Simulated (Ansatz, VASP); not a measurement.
## One calculation of Cu3Sb, two programs

```
Cu Sb
1.0
     3.79642    0.00000    0.00000
     0.00000    3.79642    0.00000
     0.00000    0.00000    3.79642
Cu Sb
3 1
Direct
  0.50000 0.50000 0.00000
  0.50000 0.00000 0.50000
  0.00000 0.50000 0.50000
  0.00000 0.00000 0.00000
```

Alike in both runs: functional LDA; k mesh 12 × 12 × 12; occupations gaussian, width 0.1 eV; no spin polarisation.

Ansatz relaxed the structure, and its values are those at the end. VASP's run is a single point on that final structure, the one shown.

|  | VASP | Ansatz |
| --- | --- | --- |
| version | VASP 6.6.1 | Ansatz 0.2.0 |
| potentials or method | VASP PAW LDA potentials, release 64 (Cu, Sb), cutoff 520 eV | scalar-relativistic, plane waves, PAW |
| valence electrons in the cell | 38 | 72 |

VASP gave:

| Property | Result |
| --- | --- |
| gap on the k mesh at the Fermi level (eV) | none |
| pressure (GPa) | 0.4 |

Q: Which values does Ansatz return?

A: gap on the k mesh at the Fermi level (eV): none; pressure (GPa): 0.0.

LDA's correlation is that of Perdew and Zunger in VASP and of Perdew and Wang (1992) in Ansatz. A gap of «none» marks a metal or a gap that the smearing closes. VASP's potentials hold 38 valence electrons a cell and Ansatz's 72, so a difference there can come from the potentials and not from the codes.

Spin-orbit coupling is off throughout.
